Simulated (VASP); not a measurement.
A run of VASP 6.6.1:

INCAR

```
SYSTEM = BeS
  PREC = Accurate
  ENCUT = 520
  EDIFF = 1E-6
  ISMEAR = -1
  SIGMA = 0.05
  LREAL = .FALSE.
  LASPH = .TRUE.
  NELM = 100
  ALGO = Normal
  ISIF = 2
  LWAVE = .FALSE.
  LCHARG = .FALSE.
  GGA = PS
  NBANDS = 11
```

Contents of KPOINTS:

```
Automatic mesh
0
G
  9 9 9
  0 0 0
```

Contents of POSCAR:

```
BeS
1.0
    0.0000000000      2.4410600707      2.4410600707
    2.4410600707      0.0000000000      2.4410600707
    2.4410600707      2.4410600707      0.0000000000
S Be
1 1
Direct
    0.7500000000      0.7500000000      0.7500000000
    0.0000000000      0.0000000000      0.0000000000
```

Potentials or basis: VASP PAW PBE potentials, release 64 (S, Be).

Run with:

```sh
$ cat potpaw_PBE.64/S/POTCAR potpaw_PBE.64/Be/POTCAR > POTCAR
$ mpirun -np 1 vasp_std > vasp.out
```

Hardware: 1 thread of Intel Xeon 6975P-C, on a shared host.

Task: How long does it take, and how much memory?

Result: Wall time 10 s on 1 thread of Intel Xeon 6975P-C (shared host), peak memory 0.15 GiB. Counts: scf iterations 12, k points 35.
